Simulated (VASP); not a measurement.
Here is a VASP 6.6.1 calculation.

File INCAR:

```
ALGO = Normal
EDIFF = 1E-6
ENCUT = 400
GGA = PE
GGA_COMPAT = F
ISIF = 2
ISMEAR = 0
LASPH = T
LCHARG = F
LREAL = F
LWAVE = F
NBANDS = 85
NELM = 120
PREC = Accurate
SIGMA = 0.05
```

The input KPOINTS:

```
k-points
0
Gamma
  1 1 5
```

File POSCAR:

```
Ga5Sb5H4
1.0
   20.6000000000      0.0000000000      0.0000000000
    0.0000000000     10.0000000000      0.0000000000
    0.0000000000      0.0000000000      7.2710018921
Ga Sb H
5 5 4
Direct
    0.6418321575      0.4358575667      0.3412371183
    0.5000000000      0.6640219023      0.3274100717
    0.5931618705      0.5982317325      0.8258487596
    0.3581678425      0.4358575667      0.3412371183
    0.4068381295      0.5982317325      0.8258487596
    0.6158034431      0.6624663898      0.1726113996
    0.6936912552      0.4765496238      0.6649032514
    0.3841965569      0.6624663898      0.1726113996
    0.5000000000      0.7412915304      0.6734170377
    0.3063087448      0.4765496238      0.6649032514
    0.6362342021      0.2956583679      0.2437392835
    0.3637657979      0.2956583679      0.2437392835
    0.6715772159      0.3248575964      0.7601503152
    0.3284227841      0.3248575964      0.7601503152
```

Potentials or basis: VASP PAW PBE potentials, release 64 (Ga_d, Sb_d_GW, H).

Run with:

```bash
$ cat potpaw_PBE.64/Ga_d/POTCAR potpaw_PBE.64/Sb_d_GW/POTCAR potpaw_PBE.64/H/POTCAR > POTCAR
$ mpirun -np 1 vasp_std > vasp.out
```

(1) What does it give for the band gap on the k mesh?

(2) What does it give for the largest force?

Results:

(1) 1.51 eV (least direct gap 1.52 eV).

(2) 0.025 eV/Å.

Caveat: spin-orbit coupling is left out, which moves the levels of the heavy elements.
